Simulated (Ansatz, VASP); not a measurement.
## Ti in VASP and in Ansatz

INCAR

```
PREC     = Accurate       # precision mode
ENCUT    = 520            # plane-wave cutoff, eV
EDIFF    = 1E-7           # SCF threshold, eV
ISMEAR   = 0              # smearing method
SIGMA    = 0.15           # smearing width, eV
LREAL    = False          # projectors in reciprocal space
LASPH    = True           # aspherical terms in the spheres
NELM     = 80             # most SCF steps
ALGO     = Fast           # electronic algorithm
ISIF     = 2              # what is computed and relaxed
LWAVE    = False          # write WAVECAR
LCHARG   = True           # write CHGCAR
GGA      = PS             # functional
LELF     = True           # ELF
LVHAR    = True         
NBANDS   = 12             # bands
```

Contents of KPOINTS:

```
regular mesh
0
Gamma
  22 22 22
```

File POSCAR:

```
Ti
1.0
   -1.3647330133      1.3647330133      1.9829570684
    1.3647330133     -1.3647330133      1.9829570684
    1.3647330133      1.3647330133     -1.9829570684
Ti
1
Direct
    0.0000000000      0.0000000000      0.0000000000
```

Input for Ansatz:

```yaml
crystal:
  lattice:
    - [-1.3647330133, 1.3647330133, 1.9829570684]
    - [1.3647330133, -1.3647330133, 1.9829570684]
    - [1.3647330133, 1.3647330133, -1.9829570684]
  atoms:
    - { symbol: Ti, position: [0.0, 0.0, 0.0] }
basis:
  ecutwfc: 520.0
kpoints:
  mp_grid: { grid: [22, 22, 22] }
hamiltonian:
  xc: pbesol
  pseudopotentials: { kind: paw, azcp: { folder: soft_1 } }
scf:
  occupations: { method: gaussian, width: 0.15 }
output:
  forces: true
  stress: true
  eigenvalues: true
```

Alike in both runs: task single point; functional PBEsol; k mesh 22 × 22 × 22; occupations gaussian, width 0.15 eV; no spin polarisation.

```csv
,VASP,Ansatz
version,VASP 6.6.1,Ansatz 0.2.0
potentials or method,"VASP PAW PBE potentials, release 64 (Ti_sv), cutoff 520 eV","scalar-relativistic, plane waves, PAW"
valence electrons in the cell,12,12
```

Ansatz gave:

| Property | Result |
| --- | --- |
| gap on the k mesh at the Fermi level (eV) | none |
| pressure (GPa) | 17.1 |
| traceless stress, the component that is largest in VASP (GPa) | -0.59 |

**Question.** Estimate VASP's values.

**Answer.** gap on the k mesh at the Fermi level (eV): none; pressure (GPa): 16.5; traceless stress, the component that is largest in VASP (GPa): -0.61.

VASP's potentials were made for PBE, not for PBEsol, and Ansatz warns of the same on its side. A gap of «none» marks a metal or a gap that the smearing closes.
